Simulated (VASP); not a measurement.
**Si: single point with r2SCAN+D4**

Si:

```xyz
2
Lattice="0.0000 2.7315 2.7315 2.7315 0.0000 2.7315 2.7315 2.7315 0.0000" Properties=species:S:1:pos:R:3 pbc="T T T"
Si    4.0973    4.0973    4.0973
Si    2.7315    2.7315    2.7315
```

| Property | Result |
| --- | --- |
| Program | VASP 6.6.1 |
| Task | single point |
| Functional | r2SCAN |
| Dispersion | D4 |
| Potentials or basis | VASP PAW PBE potentials, release 64 (Si) |
| Cutoff | 550 eV |
| k mesh | 6 × 6 × 6 |
| Occupations | gaussian, width 0.01 eV |
| Spin | no spin polarisation |

| Quantity | Value |
| --- | --- |
| Pressure | -1.9 GPa |
| Band gap on the k mesh | 0.95 eV, indirect (least direct gap 2.75 eV) |
| Dispersion energy per atom | -0.117 eV |

Levels at points of the mesh, in eV from the valence-band top:
| k point | band 1 | band 2 | band 3 | band 4 | band 5 | band 6 | band 7 | band 8 | band 9 |
| --- | --- | --- | --- | --- | --- | --- | --- | --- | --- |
| (0.00, 0.00, 0.00) | -12.40 | 0.00 | 0.00 | 0.00 | 2.75 | 2.75 | 2.75 | 3.77 | 8.11 |
| (0.50, 0.00, 0.00) | -9.99 | -7.18 | -1.26 | -1.26 | 1.82 | 3.59 | 3.59 | 8.30 | 11.11 |
| (0.50, 0.50, 0.00) | -8.10 | -8.10 | -2.96 | -2.96 | 0.95 | 0.95 | 10.72 | 10.72 | 11.56 |

Run time: 15 s on 1 thread of Intel(R) Xeon(R) 6975P-C (Granite Rapids) (shared host), peak memory 0.16 GiB.

Caveat: the PAW data sets were made with another functional, which shifts forces and pressure a little. r2SCAN opens gaps a little over a GGA but as a rule still falls short of measured ones.
